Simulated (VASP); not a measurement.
# Ti (P6_3/mmc) in VASP: electric field gradients with PBE

Aim: the electric field gradients of Ti with PBE.

Program: VASP 6.6.1. These are calculated values, not measurements. Logs are shortened: lines on timing, memory, paths and dates and some standing lists are left out, and cuts for length are marked.

## Step 1: The cell of the first run

It takes space group P6_3/mmc (No. 194, hexagonal). Conventional cell: a = 2.941 Å, b = 2.941 Å, c = 4.664 Å, α = 90.00°, β = 90.00°, γ = 120.00°. Ti (site symmetry -6m2) has 12 Ti at 2.88 to 2.94 Å within 3.8 Å.

## Step 2: Electric field gradients, PBE

INCAR

```
SYSTEM = Ti
ALGO = Fast
EDIFF = 1E-8
ENCUT = 520
GGA = PE
ISIF = 2
ISMEAR = -1
LASPH = .True.
LCHARG = .False.
LEFG = .True.
LREAL = .False.
LWAVE = .False.
NBANDS = 19
NELM = 100
PREC = Accurate
SIGMA = 0.15
```

KPOINTS

```
k-points
0
Gamma
  18 18 10
  0 0 0
```

POSCAR

```
Ti
1.0
    2.9405230145      0.0000000000      0.0000000000
   -1.4702615073      2.5465676310      0.0000000000
    0.0000000000      0.0000000000      4.6640096419
Ti
2
Direct
    0.3333333333      0.6666666667      0.2500000000
    0.6666666667      0.3333333333      0.7500000000
```

Potentials or basis: VASP PAW PBE potentials, release 64 (Ti_sv).

Run with:

```
cat potpaw_PBE.64/Ti_sv/POTCAR > POTCAR
mpirun -np 1 vasp_std > vasp.out
```

OUTCAR:

```text
SYSTEM = Ti
   EDIFF = 1E-8
   ENCUT = 520
   GGA = PE
   ISIF = 2
   ISMEAR = -1
   LASPH = .True.
   LREAL = .False.
   NELM = 100
   PREC = Accurate

 ion  position               nearest neighbor table
   1  0.333  0.667  0.250-   2 2.88   2 2.88   2 2.88   2 2.88   2 2.88   2 2.88
   2  0.667  0.333  0.750-   1 2.88   1 2.88   1 2.88   1 2.88   1 2.88   1 2.88

  LATTYP: Found a hexagonal cell.
 ALAT       =     2.9405230145
 C/A-ratio  =     1.5861156736

  Lattice vectors:

 A1 = (   2.9405230145,   0.0000000000,   0.0000000000)
 A2 = (  -1.4702615073,   2.5465676310,   0.0000000000)
 A3 = (   0.0000000000,   0.0000000000,   4.6640096419)

Analysis of symmetry for initial positions (statically):
=====================================================================
 Subroutine PRICEL returns:
 Original cell was already a primitive cell.

 Routine SETGRP: Setting up the symmetry group for a
 hexagonal supercell.

 Subroutine GETGRP returns: Found 24 space group operations
 (whereof 12 operations were pure point group operations)
 out of a pool of 24 trial point group operations.

The static configuration has the point symmetry D_3d.
 The point group associated with its full space group is D_6h.

Analysis of symmetry for dynamics (positions and initial velocities):
=====================================================================
 Subroutine PRICEL returns:
 Original cell was already a primitive cell.

 Routine SETGRP: Setting up the symmetry group for a
 hexagonal supercell.

 Subroutine GETGRP returns: Found 24 space group operations
 (whereof 12 operations were pure point group operations)
 out of a pool of 24 trial point group operations.

The dynamic configuration has the point symmetry D_3d.
 The point group associated with its full space group is D_6h.

 Subroutine INISYM returns: Found 24 space group operations
 (whereof 12 operations are pure point group operations),
 and found     1 'primitive' translations

----------------------------------------------------------------------------------------

                                     Primitive cell

  volume of cell :      34.9252

[... 115 lines left out ...]
   AEXX    =    0.0000 exact exchange contribution
   IVDW    =     0    specifies the selected vdW correction
   LEPSILON=     F    determine dielectric tensor
   LRPA    =     F    only Hartree local field effects (RPA)
 non-spin polarized calculation
 RMM-DIIS sequential band-by-band and
  energy-cutoff  :      520.00
  volume of cell :       34.93
 maximum number of plane-waves:       965
 NGX is ok and might be reduce to    24
   NGX = 11   NGY = 11   NGZ = 17

 number of electron      24.0000001 magnetization

 Free energy of the ion-electron system (eV)
  ---------------------------------------------------
  ext. energy  EPLUGINS =         0.00000000
  ---------------------------------------------------
  free energy    TOTEN  =       -15.75890495 eV

  energy without entropy =      -15.56673501  energy(sigma->0) =      -15.66281998

 E-fermi :   8.2389     XC(G=0): -11.4705

 val. band max:        8.2373092584   @ k =   0.2778   0.2778   0.3000
 cond. band min:       8.2431420650   @ k =   0.3889   0.2222   0.3000
 fundamental gap:      0.0058328066
 Fermi energy:         8.2388577488

 k-point     1 :       0.0000    0.0000    0.0000
  band No.  band energies     occupation
      1     -48.5706      2.00000
      2     -48.4375      2.00000
      3     -25.1404      2.00000
      4     -24.5266      2.00000
      5     -24.5266      2.00000
      6     -24.4456      2.00000
[... 505 lines left out ...]
      6     -24.6900      2.00000
[... 11 lines left out ...]
     18      11.7516      0.00000
     19      12.4826      0.00000

 [... further k-points ...]
[... 5 lines left out ...]
  --------------------------------------------------------------------------------------
  -------------------------------------------------------------------------------------
  Total       -0.0599844     -0.0599844     -0.0609935      0.0000000      0.0000000      0.0000000
  in kB       -2.7517564     -2.7517564     -2.7980443      0.0000000      0.0000000      0.0000000
  external PRESSURE =      -2.7671857 kB  Pullay stress =       0.0000000 kB

 VOLUME and BASIS-vectors are now :
 -----------------------------------------------------------------------------
  energy-cutoff  :      520.00
  volume of cell :       34.93
      direct lattice vectors                 reciprocal lattice vectors
     2.940523015  0.000000000  0.000000000     0.340075556  0.196342714  0.000000000
    -1.470261507  2.546567631  0.000000000     0.000000000  0.392685428  0.000000000
     0.000000000  0.000000000  4.664009642     0.000000000  0.000000000  0.214407790

 POSITION                                       TOTAL-FORCE (eV/Angst)
 -----------------------------------------------------------------------------------
     -0.00000      1.69771      1.16600        -0.000000      0.000000      0.000000
      1.47026      0.84886      3.49801         0.000000     -0.000000      0.000000
 -----------------------------------------------------------------------------------
    total drift:                               -0.000000      0.000000     -0.000000

  FREE ENERGIE OF THE ION-ELECTRON SYSTEM (eV)
  ---------------------------------------------------
  free  energy   TOTEN  =       -15.7589049504 eV

  energy  without entropy=      -15.5667350068  energy(sigma->0) =      -15.66281998

 Electric field gradients (V/A^2)
---------------------------------------------------------------------
 ion       V_xx      V_yy      V_zz      V_xy      V_xz      V_yz
---------------------------------------------------------------------
   1      -8.154    -8.154    16.309     0.000     0.000    -0.000
   2      -8.154    -8.154    16.309     0.000    -0.000     0.000
---------------------------------------------------------------------

 Electric field gradients after diagonalization (V/A^2)
 (convention: |V_zz| > |V_xx| > |V_yy|)
----------------------------------------------------------------------
 ion       V_xx      V_yy      V_zz     asymmetry (V_yy - V_xx)/ V_zz
----------------------------------------------------------------------
   1      -8.154    -8.154    16.309       0.000
   2      -8.154    -8.154    16.309       0.000
----------------------------------------------------------------------

           NMR quadrupolar parameters

 Cq : quadrupolar parameter    Cq=e*Q*V_zz/h
 eta: asymmetry parameters     (V_yy - V_xx)/ V_zz
 Q  : nuclear electric quadrupole moment in mb (millibarn)
----------------------------------------------------------------------
 ion       Cq(MHz)       eta       Q (mb)
----------------------------------------------------------------------
   1       0.039       0.000       1.000
   2       0.039       0.000       1.000
----------------------------------------------------------------------
```

OSZICAR:

```text
N       E                     dE             d eps       ncg     rms          rms(c)
DAV:   1     0.263029378980E+03    0.26303E+03   -0.13108E+04  8444   0.157E+03
DAV:   2     0.125761031839E+02   -0.25045E+03   -0.24648E+03  8682   0.439E+02
DAV:   3    -0.165235026227E+02   -0.29100E+02   -0.28713E+02 15732   0.123E+02
DAV:   4    -0.177705499246E+02   -0.12470E+01   -0.12451E+01  9800   0.265E+01
[... 12 lines left out ...]
RMM:  65    -0.157589049221E+02   -0.77357E-08   -0.14049E-07  6043   0.165E-03    0.176E-04
RMM:  66    -0.157589049360E+02   -0.13863E-07   -0.13284E-07  7989   0.179E-03    0.236E-04
RMM:  67    -0.157589049352E+02    0.82355E-09   -0.11421E-07  6645   0.168E-03    0.203E-04
RMM:  68    -0.157589049446E+02   -0.94510E-08   -0.12645E-07  6615   0.172E-03    0.235E-04
RMM:  69    -0.157589049504E+02   -0.57598E-08   -0.98409E-08  6466   0.169E-03
   1 F= -.15758905E+02 E0= -.15662820E+02  d E =-.192170E+00
```

Wall time 17 min (1 thread of Intel Xeon 8259CL, shared host); peak memory 0.25 GiB.

Results:

```
Free energy                             : -15.7589 eV
Pressure                                : -0.3 GPa
Band gap on the k mesh                  : zero (bands 12 and 13 overlap by 1.10 eV)
Largest electric field gradient by atom : Ti +16.3 V/Å²
```

Electric field gradients, principal values (V/Å²):
| atom | least | middle | greatest (by size) |
| --- | --- | --- | --- |
| 1 Ti | -8.154 | -8.154 | 16.309 |
| 2 Ti | -8.154 | -8.154 | 16.309 |

Caveat: without QUAD_EFG the Cq values of the log hold for a quadrupole moment of 1 mb, not for the nuclei.
